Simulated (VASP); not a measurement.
# MnS (Fm-3m) in VASP: settings compared

Aim: see how the results for MnS move with the level of theory and the settings. Levels: LDA+U, RPBE+D3(BJ)+U. Tasks: relaxation of cell and atoms, phonons.

Everything below comes from runs of VASP 6.6.1. Logs are shortened: lines on timing, memory, paths and dates and some standing lists are left out, and cuts for length are marked.

### Step 1. The cell of the first run

It takes space group Fm-3m (No. 225, cubic). The conventional cell has a = 5.209 Å, b = 5.209 Å, c = 5.209 Å, α = 90.00°, β = 90.00°, γ = 90.00°. Mn (site symmetry m-3m) has 6 S at 2.60 Å within 3.4 Å. Within 3.4 Å of S (site symmetry m-3m) lie 6 Mn at 2.60 Å.

### Step 2. Relaxation of cell and atoms, LDA+U, collinear spin, ferromagnetic start

Input file INCAR:

```
SYSTEM = MnS
  ALGO = Normal
  EDIFF = 1E-7
  EDIFFG = -0.01
  ENCUT = 600
  IBRION = 2
  ISIF = 3
  ISMEAR = -1
  ISPIN = 2
  LASPH = .True.
  LCHARG = .False.
  LDAU = .True.
  LDAUJ = 0 0
  LDAUL = 2 -1
  LDAUPRINT = 1
  LDAUTYPE = 2
  LDAUU = 6 0
  LMAXMIX = 4
  LORBIT = 11
  LREAL = .False.
  LWAVE = .False.
  MAGMOM = 4 0
  NELM = 150
  NSW = 60
  PREC = Accurate
  SIGMA = 0.05
```

Input file KPOINTS:

```
k-points
0
Gamma
  9 9 9
  0 0 0
```

Input file POSCAR:

```
MnS
1.0
    0.0000000000      2.6045000000      2.6045000000
    2.6045000000      0.0000000000      2.6045000000
    2.6045000000      2.6045000000      0.0000000000
Mn S
1 1
Direct
    0.0000000000      0.0000000000      0.0000000000
    0.5000000000      0.5000000000      0.5000000000
```

Potentials or basis: VASP PAW LDA potentials, release 64 (Mn_pv, S).

On the command line:

```sh
cat potpaw_LDA.64/Mn_pv/POTCAR potpaw_LDA.64/S/POTCAR > POTCAR
mpirun -np 1 vasp_std > vasp.out
```

OUTCAR:

```text
SYSTEM = MnS
   EDIFF = 1E-7
   EDIFFG = -0.01
   ENCUT = 600
   IBRION = 2
   ISIF = 3
   ISMEAR = -1
   ISPIN = 2
   LASPH = .True.
   LORBIT = 11
   LREAL = .False.
   NELM = 150
   NSW = 60
   PREC = Accurate

 ion  position               nearest neighbor table
   1  0.000  0.000  0.000-   2 2.60   2 2.60   2 2.60   2 2.60   2 2.60   2 2.60
   2  0.500  0.500  0.500-   1 2.60   1 2.60   1 2.60   1 2.60   1 2.60   1 2.60

  LATTYP: Found a face centered cubic cell.
 ALAT       =     5.2090000000

  Lattice vectors:

 A1 = (   0.0000000000,   2.6045000000,   2.6045000000)
 A2 = (   2.6045000000,   0.0000000000,   2.6045000000)
 A3 = (   2.6045000000,   2.6045000000,   0.0000000000)

Analysis of symmetry for initial positions (statically):
=====================================================================
 Subroutine PRICEL returns:
 Original cell was already a primitive cell.

 Routine SETGRP: Setting up the symmetry group for a
 face centered cubic supercell.

 Subroutine GETGRP returns: Found 48 space group operations
 (whereof 48 operations were pure point group operations)
 out of a pool of 48 trial point group operations.

The static configuration has the point symmetry O_h .

Analysis of symmetry for dynamics (positions and initial velocities):
=====================================================================
 Subroutine PRICEL returns:
 Original cell was already a primitive cell.

 Routine SETGRP: Setting up the symmetry group for a
 face centered cubic supercell.

 Subroutine GETGRP returns: Found 48 space group operations
 (whereof 48 operations were pure point group operations)
 out of a pool of 48 trial point group operations.

The dynamic configuration has the point symmetry O_h .

Analysis of structural, dynamic, and magnetic symmetry:
=====================================================================
 Subroutine PRICEL returns:
 Original cell was already a primitive cell.

 Routine SETGRP: Setting up the symmetry group for a
 face centered cubic supercell.

 Subroutine GETGRP returns: Found 48 space group operations
 (whereof 48 operations were pure point group operations)
 out of a pool of 48 trial point group operations.

The overall configuration has the point symmetry O_h .

 Subroutine INISYM returns: Found 48 space group operations
 (whereof 48 operations are pure point group operations),
 and found     1 'primitive' translations

----------------------------------------------------------------------------------------

                                     Primitive cell

  volume of cell :      35.3348

  direct lattice vectors                    reciprocal lattice vectors
     0.000000000  2.604500000  2.604500000    -0.191975427  0.191975427  0.191975427
     2.604500000  0.000000000  2.604500000     0.191975427 -0.191975427  0.191975427
     2.604500000  2.604500000  0.000000000     0.191975427  0.191975427 -0.191975427

  length of vectors
     3.683319223  3.683319223  3.683319223     0.332511194  0.332511194  0.332511194

  position of ions in fractional coordinates (direct lattice)
     0.000000000  0.000000000  0.000000000
     0.500000000  0.500000000  0.500000000

  ion indices of the primitive-cell ions
   primitive index   ion index
                 1           1
                 2           2

----------------------------------------------------------------------------------------

 KPOINTS: k-points

[... 67 lines left out ...]
   EDIFF  = 0.1E-06   stopping-criterion for ELM
   LREAL  =      F    real-space projection
   EDIFFG = -.1E-01   stopping-criterion for IOM
   NSW    =     60    number of steps for IOM
   IBRION =      2    ionic relax: 0-MD 1-quasi-New 2-CG
   NFREE  =      1    steps in history (QN), initial steepest desc. (CG)
   ISIF   =      3    stress and relaxation
   ISYM   =      2    0-nonsym 1-usesym 2-fastsym
   POTIM  = 0.5000    time-step for ionic-motion
   TEBEG  =    0.0;   TEEND  =   0.0 temperature during run
   PSTRESS=    0.0 pullay stress
   NELECT =      19.0000    total number of electrons
   NUPDOWN=      -1.0000    fix difference up-down
   EMIN   =  10.00;   EMAX   =-10.00  energy-range for DOS
   EFERMI =   0.00;   METHOD = LEGACY
   ISMEAR =    -1;   SIGMA  =   0.05  broadening in eV -4-tet -1-fermi 0-gaus
   EFERMI_NEDOS =   21; number of points for ismear=-14 and -15
   IALGO  =     38    algorithm
   IMIX   =      4    mixing-type and parameters
     AMIX     =   0.40;   BMIX     =  1.00
     AMIX_MAG =   1.60;   BMIX_MAG =  1.00
  volume/ion in A,a.u.               =      17.67       119.23
  Fermi-wavevector in a.u.,A,eV,Ry     =   1.331246  2.515690 24.112464  1.772216
  Thomas-Fermi vector in A             =   2.460272
   LORBIT       =     11    0 simple, 1 ext, 2 COOP (PROOUT), +10 PAW based schemes
 LDA+U is selected, type is set to LDAUTYPE =  2
   angular momentum for each species LDAUL =     2   -1
   U (eV)           for each species LDAUU =   6.0  0.0
   J (eV)           for each species LDAUJ =   0.0  0.0
   GGA     = CA    functional components
   LHFCALC =     F    Hartree Fock is set to
   AEXX    =    0.0000 exact exchange contribution
   IVDW    =     0    specifies the selected vdW correction
   LEPSILON=     F    determine dielectric tensor
   LRPA    =     F    only Hartree local field effects (RPA)
 conjugate gradient relaxation of ions
 spin polarized calculation
  energy-cutoff  :      600.00
  volume of cell :       35.33
 maximum number of plane-waves:      1243
 NGX is ok and might be reduce to    30
   NGX = 15   NGY = 15   NGZ = 15

--------------------------------------- Ionic step        1  -------------------------------------------

 number of electron      19.0000008 magnetization       4.9999959

 Free energy of the ion-electron system (eV)
  ---------------------------------------------------
  ext. energy  EPLUGINS =         0.00000000
  ---------------------------------------------------
  free energy    TOTEN  =       -13.26032275 eV

  energy without entropy =      -13.26032158  energy(sigma->0) =      -13.26032216

------------------------ aborting loop because EDIFF is reached ----------------------------------------

  FORCE on cell =-STRESS in cart. coord.  units (eV):
  Direction    XX          YY          ZZ          XY          YZ          ZX
  --------------------------------------------------------------------------------------
  -------------------------------------------------------------------------------------
  Total       -0.2940121     -0.2940121     -0.2940121      0.0000000     -0.0000000     -0.0000000
  in kB      -13.3313072    -13.3313072    -13.3313072      0.0000000     -0.0000000     -0.0000000
  external PRESSURE =     -13.3313072 kB  Pullay stress =       0.0000000 kB
[... 53 lines left out ...]
  FREE ENERGIE OF THE ION-ELECTRON SYSTEM (eV)
  ---------------------------------------------------
  free  energy   TOTEN  =       -13.2621300952 eV

  energy  without entropy=      -13.2621261455  energy(sigma->0) =      -13.26212812

atom =   1  type =  1  l = 2

 onsite density matrix

spin component  1

  0.9383 -0.0000  0.0000 -0.0000  0.0000
 -0.0000  0.9383 -0.0000 -0.0000  0.0000
  0.0000 -0.0000  0.9616  0.0000  0.0000
 -0.0000 -0.0000  0.0000  0.9383  0.0000
  0.0000  0.0000  0.0000  0.0000  0.9616

spin component  2

  0.0144  0.0000 -0.0000  0.0000 -0.0000
  0.0000  0.0144 -0.0000  0.0000 -0.0000
 -0.0000 -0.0000  0.0712 -0.0000 -0.0000
  0.0000  0.0000 -0.0000  0.0144 -0.0000
 -0.0000 -0.0000 -0.0000 -0.0000  0.0712

 occupancies and eigenvectors

  o =  0.0144  v =  0.0000  0.0000  0.0000  0.0000  0.0000  0.0061 -0.0039 -0.0000 -1.0000  0.0000      0.0000  0.0000  0.0000  0.0000  0.0000  0.0000  0.0000  0.0000  0.0000  0.0000
  o =  0.0144  v =  0.0000  0.0000  0.0000  0.0000  0.0000  0.9991 -0.0425  0.0000  0.0062 -0.0000      0.0000  0.0000  0.0000  0.0000  0.0000  0.0000  0.0000  0.0000  0.0000  0.0000
  o =  0.0144  v =  0.0000  0.0000  0.0000  0.0000  0.0000 -0.0425 -0.9991  0.0000  0.0036 -0.0000      0.0000  0.0000  0.0000  0.0000  0.0000  0.0000  0.0000  0.0000  0.0000  0.0000
  o =  0.0712  v =  0.0000  0.0000  0.0000  0.0000  0.0000  0.0000 -0.0000 -1.0000 -0.0000 -0.0005      0.0000  0.0000  0.0000  0.0000  0.0000  0.0000  0.0000  0.0000  0.0000  0.0000
  o =  0.0712  v =  0.0000  0.0000  0.0000  0.0000  0.0000 -0.0000 -0.0000 -0.0005  0.0000  1.0000      0.0000  0.0000  0.0000  0.0000  0.0000  0.0000  0.0000  0.0000  0.0000  0.0000
  o =  0.9383  v =  1.0000  0.0000  0.0000  0.0000  0.0000  0.0000  0.0000  0.0000  0.0000  0.0000      0.0000  0.0000  0.0000  0.0000  0.0000  0.0000  0.0000  0.0000  0.0000  0.0000
  o =  0.9383  v =  0.0000 -0.7899  0.0000 -0.6132  0.0000  0.0000  0.0000  0.0000  0.0000  0.0000      0.0000  0.0000  0.0000  0.0000  0.0000  0.0000  0.0000  0.0000  0.0000  0.0000
  o =  0.9383  v =  0.0000 -0.6132  0.0000  0.7899  0.0000  0.0000  0.0000  0.0000  0.0000  0.0000      0.0000  0.0000  0.0000  0.0000  0.0000  0.0000  0.0000  0.0000  0.0000  0.0000
  o =  0.9616  v =  0.0000  0.0000 -0.0043 -0.0000  1.0000  0.0000  0.0000  0.0000  0.0000  0.0000      0.0000  0.0000  0.0000  0.0000  0.0000  0.0000  0.0000  0.0000  0.0000  0.0000
  o =  0.9616  v =  0.0000 -0.0000 -1.0000 -0.0000 -0.0043  0.0000  0.0000  0.0000  0.0000  0.0000      0.0000  0.0000  0.0000  0.0000  0.0000  0.0000  0.0000  0.0000  0.0000  0.0000

--------------------------------------- Ionic step        3  -------------------------------------------

 number of electron      19.0000011 magnetization       4.9999952

 Free energy of the ion-electron system (eV)
  ---------------------------------------------------
  ext. energy  EPLUGINS =         0.00000000
  ---------------------------------------------------
  free energy    TOTEN  =       -13.26253560 eV

  energy without entropy =      -13.26253287  energy(sigma->0) =      -13.26253424

 E-fermi :   6.7332     XC(G=0): -11.0105

 val. band max:        6.2317117207   @ k =  -0.3333   0.1111   0.0000
 cond. band min:       7.1348781063   @ k =   0.4444   0.4444   0.0000
 fundamental gap:      0.9031663856
 Fermi energy:         6.7331864578

 spin component 1

 k-point     1 :       0.0000    0.0000    0.0000
  band No.  band energies     occupation
      1     -43.7641      1.00000
      2     -43.7641      1.00000
      3     -43.7641      1.00000
      4      -7.7770      1.00000
      5       0.6934      1.00000
      6       0.6934      1.00000
      7       0.7850      1.00000
      8       0.7850      1.00000
      9       0.7850      1.00000
     10       5.0042      1.00000
     11       5.0042      1.00000
     12       5.0042      1.00000
[... 882 lines left out ...]
  FREE ENERGIE OF THE ION-ELECTRON SYSTEM (eV)
  ---------------------------------------------------
  free  energy   TOTEN  =       -13.2625356046 eV

  energy  without entropy=      -13.2625328707  energy(sigma->0) =      -13.26253424

 reached required accuracy - stopping structural energy minimisation

 total charge

# of ion       s       p       d       tot
------------------------------------------
    1        0.233   6.184   4.905  11.322
    2        1.320   2.458   0.000   3.778
--------------------------------------------------
tot          1.552   8.642   4.905  15.100

 magnetization (x)

# of ion       s       p       d       tot
------------------------------------------
    1        0.041   0.033   4.542   4.616
    2        0.017   0.058   0.000   0.075
--------------------------------------------------
tot          0.058   0.091   4.542   4.691
```

Wall time 50 s (1 thread of Intel Xeon 6975P-C (Granite Rapids), shared host); peak memory 0.19 GiB.

Results:

* Free energy: -13.2625 eV
* Relaxed volume: 17.40 Å³/atom
* Relaxed cell: a = 3.665 Å, b = 3.665 Å, c = 3.665 Å, α = 60.00°, β = 60.00°, γ = 60.00°
* Space group after relaxing (to 0.1 Å): Fm-3m (No. 225)
* Energy gained by relaxing: 1.1 meV/atom
* Ionic steps: 3
* Pressure after relaxing: 0.0 GPa
* Band gap on the k mesh: 0.90 eV (least direct gap 3.02 eV)
* Net moment: 5.00 μB per cell
* Site moments: Mn +4.62; S +0.07 μB
* Valence electrons inside the program's atomic spheres: Mn 11.32; S 3.78

Step by step:
```
step  energy change (eV)  largest force (eV/Å)  pressure (GPa)  volume (Å³)
   1              0.0000                0.0000           -1.33        35.33
   2             -0.0018                0.0000            0.59        34.59
   3             -0.0022                0.0000            0.02        34.81
```

Final structure:
```
Mn S
1.0
     0.00000    2.59152    2.59152
     2.59152    0.00000    2.59152
     2.59152    2.59152    0.00000
Mn S
1 1
Direct
  0.00000 0.00000 0.00000
  0.50000 0.50000 0.50000
```

Levels at points of the mesh, in eV from the valence-band top:
Spin up:
```
           k point  band 8  band 9  band 10  band 11  band 12  band 13  band 14  band 15
(0.00, 0.00, 0.00)   -5.45   -5.45    -1.23    -1.23    -1.23     2.24     8.55     8.55
```
Spin down:
```csv
k point,band 4,band 5,band 6,band 7,band 8,band 9,band 10,band 11
"(0.00, 0.00, 0.00)",-13.70,-0.98,-0.98,-0.98,2.54,2.54,2.54,2.66
```

Eigenvalues of the final occupation matrices:
```tsv
site	spin	trace	eigenvalues
site 1 d	1	4.74	0.94 0.94 0.94 0.96 0.96
site 1 d	2	0.19	0.01 0.01 0.01 0.07 0.07
```

Caveat: an odd mesh through Γ misses points on the zone boundary, where band edges can lie; a cell with one magnetic atom can't hold antiferromagnetic order, which such compounds often take.

(Part 1 of 2 ends here.)
